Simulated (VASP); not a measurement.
A run of VASP 6.6.1 is set up as follows.

The input INCAR:

```
SYSTEM = Cu
PREC = Accurate
ENCUT = 520
EDIFF = 1E-6
ISMEAR = 0
SIGMA = 0.1
LREAL = .False.
LASPH = .True.
NELM = 60
ALGO = Fast
ISIF = 2
LWAVE = .False.
LCHARG = .False.
GGA = PE
NBANDS = 30
```

File KPOINTS:

```
regular mesh
0
Gamma
  14 14 14
  0 0 0
```

File POSCAR:

```
Cu
1.0
   -2.9510604861      0.0000000000      2.7591133689
    0.0000000000      2.9510604861     -2.7591133689
    0.0000000000     -2.9510604861     -2.7591133689
Cu
4
Direct
    0.5000000000      0.2500000000      0.7500000000
    0.0000000000      0.5000000000      0.5000000000
    0.5000000000      0.7500000000      0.2500000000
    0.0000000000      0.0000000000      0.0000000000
```

Potentials or basis: VASP PAW PBE potentials, release 64 (Cu).

The run is started by

```bash
$ cat potpaw_PBE.64/Cu/POTCAR > POTCAR
$ mpirun -np 1 vasp_std > vasp.out
```

Q: Estimate the pressure.

A: 1.4 GPa.

Q: Predict the band gap on the k mesh.

A: Zero (bands 22 and 23 overlap by 7.41 eV).

Stress tensor (GPa, compression positive):
```
1.31 0.00 0.00
0.00 1.31 0.00
0.00 0.00 1.50
```
